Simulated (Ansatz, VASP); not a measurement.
## Ti4B in VASP and in Ansatz

```
CELL_PARAMETERS angstrom
4.38837 0.00000 0.00000
0.00000 4.38837 0.00000
0.00000 0.00000 4.38837
ATOMIC_POSITIONS crystal
Ti 0.26983 0.26983 0.26983
Ti 0.73017 0.73017 0.26983
Ti 0.26983 0.73017 0.73017
Ti 0.73017 0.26983 0.73017
B 0.00000 0.00000 0.00000
```

Change from the starting cell: species swapped into the SnI4 type (P-43m, No. 215).

Alike in both runs: task relaxation of cell and atoms; functional PBE; k mesh 8 × 8 × 8; occupations gaussian, width 0.1 eV; no spin polarisation.

|  | VASP | Ansatz |
| --- | --- | --- |
| version | VASP 6.6.1 | Ansatz 0.2.0 |
| potentials or method | VASP PAW PBE potentials, release 64 (Ti_sv, B), cutoff 600 eV | scalar-relativistic, plane waves, PAW |
| valence electrons in the cell | 51 | 51 |

Ansatz gave:

| Property | Result |
| --- | --- |
| gap on the k mesh at the Fermi level, each at its own relaxed structure (eV) | none |
| relaxed volume (Å³/atom) | 16.94 |
| relaxed length of the cell vector where the two differ most in proportion (Å) | 4.392 |

Estimate VASP's values.

gap on the k mesh at the Fermi level, each at its own relaxed structure (eV): none; relaxed volume (Å³/atom): 16.93; relaxed length of the cell vector where the two differ most in proportion (Å): 4.391.

A gap of «none» marks a metal or a gap that the smearing closes.
